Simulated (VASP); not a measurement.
As:

```
As
1.0
     1.79508    1.03639    5.05426
    -1.79508    1.03639    5.05426
     0.00000   -2.07278    5.05426
As
2
Direct
  0.78834 0.78834 0.78834
  0.21166 0.21166 0.21166
```

Base run:

```yaml
Program: VASP 6.6.1
Functional: r2SCAN
Potentials_or_basis: VASP PAW PBE potentials, release 64 (As)
Cutoff: 520 eV
k_mesh: 8 × 8 × 8
Occupations: fermi-dirac, width 0.1 eV
Spin: no spin polarisation
```

Its results: pressure 0.1 GPa; largest force 0.055 eV/Å.

Q: The run is repeated on the same cell with these changes: k mesh from 8 × 8 × 8 to 2 × 2 × 2. What comes out?

A: Pressure 4.8 GPa; largest force 0.195 eV/Å.

Caveats: some runs use coarse meshes; the PAW data sets were made with another functional, which shifts forces and pressure a little.
